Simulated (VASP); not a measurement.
# Hg (P6/mmm) in VASP: further runs

The runs below take Hg through electric field gradients, with PBEsol.

All numbers are computed with VASP 6.6.1; they aren't measurements. Logs are shortened: lines on timing, memory, paths and dates and some standing lists are left out, and cuts for length are marked.

## 1. The cell of the first run

The structure is hexagonal, space group P6/mmm (No. 191). Conventional cell: a = 4.447 Å, b = 4.447 Å, c = 3.791 Å, α = 90.00°, β = 90.00°, γ = 120.00°. Hg (site symmetry -6m2) has 9 Hg at 2.57 to 3.19 Å within 3.4 Å. Hg (site symmetry 6/mmm) has 14 Hg at 3.19 to 3.79 Å within 4.2 Å.

## 2. Electric field gradients, PBEsol (volume scaled by 0.94)

The input, INCAR:

```
  PREC = Accurate
  ENCUT = 520
  EDIFF = 1E-8
  ISMEAR = -1
  SIGMA = 0.05
  LREAL = False
  LASPH = True
  NELM = 60
  ALGO = Normal
  ISIF = 2
  LWAVE = False
  LCHARG = False
  GGA = PS
  LEFG = True
  NBANDS = 25
```

The input, KPOINTS:

```
Automatic mesh
0
Gamma
  8 8 9
```

The input, POSCAR:

```
Hg
1.0
    4.4473229131      0.0000000000      0.0000000000
   -2.2236614566      3.8514946216      0.0000000000
    0.0000000000      0.0000000000      3.7909982407
Hg
3
Direct
    0.3333333333      0.6666666667      0.5000000000
    0.0000000000      0.0000000000      0.0000000000
    0.6666666667      0.3333333333      0.5000000000
```

Potentials or basis: VASP PAW PBE potentials, release 64 (Hg).

Launch:

```bash
cat potpaw_PBE.64/Hg/POTCAR > POTCAR
mpirun -np 1 vasp_std > vasp.out
```

OUTCAR:

```text
PREC = Accurate
   ENCUT = 520
   EDIFF = 1E-8
   ISMEAR = -1
   LREAL = False
   LASPH = True
   NELM = 60
   ISIF = 2
   GGA = PS

 ion  position               nearest neighbor table
   1  0.333  0.667  0.500-   3 2.57   3 2.57   3 2.57   2 3.19   2 3.19   2 3.19   2 3.19   2 3.19
                             2 3.19
   2  0.000  0.000  0.000-   1 3.19   3 3.19   1 3.19   3 3.19   3 3.19   3 3.19   1 3.19   1 3.19
                             3 3.19   3 3.19   1 3.19   1 3.19
   3  0.667  0.333  0.500-   1 2.57   1 2.57   1 2.57   2 3.19   2 3.19   2 3.19   2 3.19   2 3.19
                             2 3.19

  LATTYP: Found a hexagonal cell.
 ALAT       =     4.4473229131
 C/A-ratio  =     0.8524225281

  Lattice vectors:

 A1 = (   4.4473229131,   0.0000000000,   0.0000000000)
 A2 = (  -2.2236614566,   3.8514946216,   0.0000000000)
 A3 = (   0.0000000000,   0.0000000000,   3.7909982407)

Analysis of symmetry for initial positions (statically):
=====================================================================
 Subroutine PRICEL returns:
 Original cell was already a primitive cell.

 Routine SETGRP: Setting up the symmetry group for a
 hexagonal supercell.

 Subroutine GETGRP returns: Found 24 space group operations
 (whereof 24 operations were pure point group operations)
 out of a pool of 24 trial point group operations.

The static configuration has the point symmetry D_6h.

Analysis of symmetry for dynamics (positions and initial velocities):
=====================================================================
 Subroutine PRICEL returns:
 Original cell was already a primitive cell.

 Routine SETGRP: Setting up the symmetry group for a
 hexagonal supercell.

 Subroutine GETGRP returns: Found 24 space group operations
 (whereof 24 operations were pure point group operations)
 out of a pool of 24 trial point group operations.

The dynamic configuration has the point symmetry D_6h.

 Subroutine INISYM returns: Found 24 space group operations
 (whereof 24 operations are pure point group operations),
 and found     1 'primitive' translations

----------------------------------------------------------------------------------------

                                     Primitive cell

  volume of cell :      64.9354

  direct lattice vectors                    reciprocal lattice vectors
     4.447322913  0.000000000  0.000000000     0.224854372  0.129819732  0.000000000
    -2.223661457  3.851494622  0.000000000     0.000000000  0.259639464  0.000000000
     0.000000000  0.000000000  3.790998241     0.000000000  0.000000000  0.263782766

  length of vectors
     4.447322913  4.447322913  3.790998241     0.259639464  0.259639464  0.263782766

  position of ions in fractional coordinates (direct lattice)
     0.333333333  0.666666667  0.500000000
     0.000000000  0.000000000  0.000000000
     0.666666667  0.333333333  0.500000000

  ion indices of the primitive-cell ions
   primitive index   ion index
                 1           1
                 2           2
                 3           3

----------------------------------------------------------------------------------------

 KPOINTS: Automatic mesh

Automatic generation of k-mesh.
 Grid dimensions read from file:
 generate k-points for:    8    8    9

 Generating k-lattice:

  Cartesian coordinates                     Fractional coordinates (reciprocal lattice)
     0.028106796  0.016227467  0.000000000     0.125000000  0.000000000  0.000000000
     0.000000000  0.032454933  0.000000000     0.000000000  0.125000000  0.000000000
     0.000000000  0.000000000  0.029309196     0.000000000  0.000000000  0.111111111

  Length of vectors
     0.032454933  0.032454933  0.029309196

  Shift w.r.t. Gamma in fractional coordinates (k-lattice)
     0.000000000  0.000000000  0.000000000

 Subroutine IBZKPT returns following result:
 ===========================================

 Found     50 irreducible k-points:

 Following reciprocal coordinates:
            Coordinates               Weight
  0.000000  0.000000  0.000000      1.000000
  0.125000  0.000000  0.000000      6.000000
  0.250000  0.000000  0.000000      6.000000
  0.375000 -0.000000  0.000000      6.000000
  0.500000  0.000000  0.000000      3.000000
  0.125000  0.125000  0.000000      6.000000
[... 16 lines left out ...]
  0.250000  0.000000  0.222222     12.000000
  0.375000 -0.000000  0.222222     12.000000
 [... further k-points ...]
   k-points           NKPTS =     50   k-points in BZ     NKDIM =     50   number of bands    NBANDS=     25
   number of dos      NEDOS =    301   number of ions     NIONS =      3
   total plane-waves  NPLWV =  36288
   dimension x,y,z NGX =    36 NGY =   36 NGZ =   28
   dimension x,y,z NGXF=    72 NGYF=   72 NGZF=   56
   ions per type =               3
   NGX,Y,Z   is equivalent  to a cutoff of  13.46, 13.46, 12.28 a.u.
   NGXF,Y,Z  is equivalent  to a cutoff of  26.91, 26.91, 24.56 a.u.
 SYSTEM =  unknown system
   PREC   = accura    normal or accurate (medium, high low for compatibility)
   ISTART =      0    job   : 0-new  1-cont  2-samecut
   ICHARG =      2    charge: 1-file 2-atom 10-const
   ISPIN  =      1    spin polarized calculation?
   LNONCOLLINEAR =      F non collinear calculations
   LSORBIT =      F    spin-orbit coupling
   LASPH  =      T    aspherical Exc in radial PAW
   ENCUT  =  520.0 eV  38.22 Ry    6.18 a.u.   8.27  8.27  7.05*2*pi/ulx,y,z
   NELM   =     60;   NELMIN=  2; NELMDL= -5     # of ELM steps
   EDIFF  = 0.1E-07   stopping-criterion for ELM
   LREAL  =      F    real-space projection
   EDIFFG = 0.1E-06   stopping-criterion for IOM
   NSW    =      0    number of steps for IOM
   IBRION =     -1    ionic relax: 0-MD 1-quasi-New 2-CG
   NFREE  =      0    steps in history (QN), initial steepest desc. (CG)
   ISIF   =      2    stress and relaxation
   ISYM   =      2    0-nonsym 1-usesym 2-fastsym
   POTIM  = 0.5000    time-step for ionic-motion
   TEBEG  =    0.0;   TEEND  =   0.0 temperature during run
   PSTRESS=    0.0 pullay stress
   NELECT =      36.0000    total number of electrons
   NUPDOWN=      -1.0000    fix difference up-down
   EMIN   =  10.00;   EMAX   =-10.00  energy-range for DOS
   EFERMI =   0.00;   METHOD = LEGACY
   ISMEAR =    -1;   SIGMA  =   0.05  broadening in eV -4-tet -1-fermi 0-gaus
   EFERMI_NEDOS =   21; number of points for ismear=-14 and -15
   IALGO  =     38    algorithm
   IMIX   =      4    mixing-type and parameters
     AMIX     =   0.40;   BMIX     =  1.00
     AMIX_MAG =   1.60;   BMIX_MAG =  1.00
  volume/ion in A,a.u.               =      21.65       146.07
  Fermi-wavevector in a.u.,A,eV,Ry     =   1.344875  2.541445 24.608693  1.808688
  Thomas-Fermi vector in A             =   2.472833
   LORBIT       =      0    0 simple, 1 ext, 2 COOP (PROOUT), +10 PAW based schemes
   GGA     = PS    functional components
   LHFCALC =     F    Hartree Fock is set to
   AEXX    =    0.0000 exact exchange contribution
   IVDW    =     0    specifies the selected vdW correction
   LEPSILON=     F    determine dielectric tensor
   LRPA    =     F    only Hartree local field effects (RPA)
 non-spin polarized calculation
  energy-cutoff  :      520.00
  volume of cell :       64.94
 maximum number of plane-waves:      1778
 NGX is ok and might be reduce to    36
   NGX = 17   NGY = 17   NGZ = 15

 number of electron      35.9999995 magnetization

 Free energy of the ion-electron system (eV)
  ---------------------------------------------------
  ext. energy  EPLUGINS =         0.00000000
  ---------------------------------------------------
  free energy    TOTEN  =        -0.74892192 eV

  energy without entropy =       -0.73813178  energy(sigma->0) =       -0.74352685

 E-fermi :   3.5071     XC(G=0): -11.4505

 val. band max:        3.4906417185   @ k =   0.5000   0.0000   0.2222
 cond. band min:       3.5589262864   @ k =   0.1250   0.0000   0.0000
 fundamental gap:      0.0682845679
 Fermi energy:         3.5070751034

 k-point     1 :       0.0000    0.0000    0.0000
  band No.  band energies     occupation
      1      -7.0614      2.00000
      2      -5.1137      2.00000
      3      -4.7451      2.00000
      4      -4.7451      2.00000
      5      -4.5140      2.00000
      6      -4.5140      2.00000
[... 17 lines left out ...]
     24      11.7019      0.00000
     25      16.5150      0.00000
[... 621 lines left out ...]
      3      -5.5072      2.00000
      4      -5.0008      2.00000
      5      -4.8322      2.00000
      6      -4.0166      2.00000
[... 17 lines left out ...]
     24      12.7012      0.00000
     25      14.6498      0.00000

 [... further k-points ...]
[... 5 lines left out ...]
  --------------------------------------------------------------------------------------
  -------------------------------------------------------------------------------------
  Total        8.5584051      8.5584051      0.9278291     -0.0000000     -0.0000000      0.0000000
  in kB      211.1649714    211.1649714     22.8927015     -0.0000000     -0.0000000      0.0000000
  external PRESSURE =     148.4075481 kB  Pullay stress =       0.0000000 kB

 VOLUME and BASIS-vectors are now :
 -----------------------------------------------------------------------------
  energy-cutoff  :      520.00
  volume of cell :       64.94
      direct lattice vectors                 reciprocal lattice vectors
     4.447322913  0.000000000  0.000000000     0.224854372  0.129819732  0.000000000
    -2.223661457  3.851494622  0.000000000     0.000000000  0.259639464  0.000000000
     0.000000000  0.000000000  3.790998241     0.000000000  0.000000000  0.263782766

 POSITION                                       TOTAL-FORCE (eV/Angst)
 -----------------------------------------------------------------------------------
     -0.00000      2.56766      1.89550         0.000000     -0.000000     -0.000000
      0.00000      0.00000      0.00000        -0.000000      0.000000      0.000000
      2.22366      1.28383      1.89550        -0.000000      0.000000      0.000000
 -----------------------------------------------------------------------------------
    total drift:                                0.000000     -0.000000     -0.000000

  FREE ENERGIE OF THE ION-ELECTRON SYSTEM (eV)
  ---------------------------------------------------
  free  energy   TOTEN  =        -0.7489219160 eV

  energy  without entropy=       -0.7381317805  energy(sigma->0) =       -0.74352685

 Electric field gradients (V/A^2)
---------------------------------------------------------------------
 ion       V_xx      V_yy      V_zz      V_xy      V_xz      V_yz
---------------------------------------------------------------------
   1    -186.830  -186.829   373.659     0.000     0.000    -0.000
   2     -20.832   -20.832    41.664     0.000    -0.000    -0.000
   3    -186.830  -186.829   373.659     0.000     0.000     0.000
---------------------------------------------------------------------

 Electric field gradients after diagonalization (V/A^2)
 (convention: |V_zz| > |V_xx| > |V_yy|)
----------------------------------------------------------------------
 ion       V_xx      V_yy      V_zz     asymmetry (V_yy - V_xx)/ V_zz
----------------------------------------------------------------------
   1    -186.830  -186.829   373.659       0.000
   2     -20.832   -20.831    41.664       0.000
   3    -186.830  -186.829   373.659       0.000
----------------------------------------------------------------------

           NMR quadrupolar parameters

 Cq : quadrupolar parameter    Cq=e*Q*V_zz/h
 eta: asymmetry parameters     (V_yy - V_xx)/ V_zz
 Q  : nuclear electric quadrupole moment in mb (millibarn)
----------------------------------------------------------------------
 ion       Cq(MHz)       eta       Q (mb)
----------------------------------------------------------------------
   1       0.904       0.000       1.000
   2       0.101       0.000       1.000
   3       0.904       0.000       1.000
----------------------------------------------------------------------
```

Wall time 65 s (1 thread of Intel Xeon Platinum 8259CL at 2.50GHz (Skylake/Cascade Lake), shared host); peak memory 0.21 GiB.

Results:

```
Free energy            : -0.7489 eV
Pressure               : 14.8 GPa
Band gap on the k mesh : zero (band 18 reaches 7.88 eV, above the bottom of band 19 at 2.34 eV)
```

Stress tensor (GPa, compression positive):
```
21.12  0.00  0.00
 0.00 21.12  0.00
 0.00  0.00  2.29
```

Levels at points of the mesh, in eV from the Fermi level:
```csv
k point,band 14,band 15,band 16,band 17,band 18,band 19,band 20,band 21,band 22,band 23
"(0.00, 0.00, 0.00)",-6.80,-5.95,-5.95,0.69,1.88,3.01,3.74,3.74,3.98,3.98
"(0.50, 0.00, 0.00)",-6.35,-5.90,-5.89,-5.02,-0.88,0.59,6.35,6.37,7.40,8.13
```

Electric field gradients, principal values (V/Å²):
| atom | least | middle | greatest (by size) |
| --- | --- | --- | --- |
| 1 Hg | -186.829 | -186.830 | 373.659 |
| 2 Hg | -20.831 | -20.832 | 41.664 |
| 3 Hg | -186.829 | -186.830 | 373.659 |

Caveat: without QUAD_EFG the Cq values of the log hold for a quadrupole moment of 1 mb, not for the nuclei; the PAW data sets were made with another functional, which shifts forces and pressure a little; spin-orbit coupling is left out, which moves the levels of the heavy elements.

[end of part 1 of 3]
